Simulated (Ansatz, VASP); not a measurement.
**One calculation of Mn, two programs**

Contents of INCAR:

```
PREC = Accurate ; ENCUT = 600
EDIFF = 1E-7 ; ISMEAR = -1
SIGMA = 0.05 ; LREAL = F
LASPH = T ; NELM = 150
ALGO = Normal ; ISIF = 3
LWAVE = F ; LCHARG = F
ISPIN = 2 ; MAGMOM = 3
LORBIT = 11 ; LMAXMIX = 4
GGA = RP ; IBRION = 2
NSW = 80 ; EDIFFG = -0.01
```

Contents of KPOINTS:

```
regular mesh
0
Gamma
  15 15 15
```

The input POSCAR:

```
Mn
1.0
   -1.4321439648      1.4321439648      1.4321439648
    1.4321439648     -1.4321439648      1.4321439648
    1.4321439648      1.4321439648     -1.4321439648
Mn
1
Direct
    0.0000000000      0.0000000000      0.0000000000
```

Input for Ansatz:

```yaml
crystal:
  lattice:
    - [-1.4321439648, 1.4321439648, 1.4321439648]
    - [1.4321439648, -1.4321439648, 1.4321439648]
    - [1.4321439648, 1.4321439648, -1.4321439648]
  atoms:
    - { symbol: Mn, position: [0.0, 0.0, 0.0], spin: 3.0 }
hamiltonian:
  xc: rpbe
  pseudopotentials:
    kind: paw
    azcp:
      Mn: "pseudopotentials/Mn.paw.azcp"
basis:
  ecutwfc: 420
  fft_grid_basis: typed
kpoints:
  mp_grid: { grid: [15, 15, 15], shift: [0, 0, 0] }
magnetization:
  spin_polarized: true
scf:
  occupations: { method: fermi_dirac, width: 0.05 }
relax:
  max_steps: 60
  f_tol: 0.01
  cell: {}
```

Alike in both runs: task relaxation of cell and atoms; functional RPBE; k mesh 15 × 15 × 15; occupations fermi-dirac, width 0.05 eV; collinear spin.

|  | VASP | Ansatz |
| --- | --- | --- |
| version | VASP 6.6.1 | Ansatz 0.2.0 |
| potentials or method | VASP PAW PBE potentials, release 64 (Mn_pv), cutoff 600 eV | plane waves (420 eV) with PAW, scalar-relativistic |
| valence electrons in the cell | 13 | 15 |

Ansatz gave:

| Quantity | Value |
| --- | --- |
| net moment per atom (μB) | 0.85 |
| size of the moment on the site where the two differ most (μB) | 0.86 |
| relaxed volume (Å³/atom) | 11.17 |
| relaxed cell length with the largest relative difference (Å) | 2.439 |

Estimate VASP's values.

net moment per atom (μB): 0.86; size of the moment on the site where the two differ most (μB): 0.86; relaxed volume (Å³/atom): 11.17; relaxed cell length with the largest relative difference (Å): 2.439.

VASP's potentials were made for PBE, not for RPBE. Site moments also hang on the region over which each program counts them. VASP's potentials hold 13 valence electrons a cell and Ansatz's 15, so a difference there can come from the potentials and not from the codes.
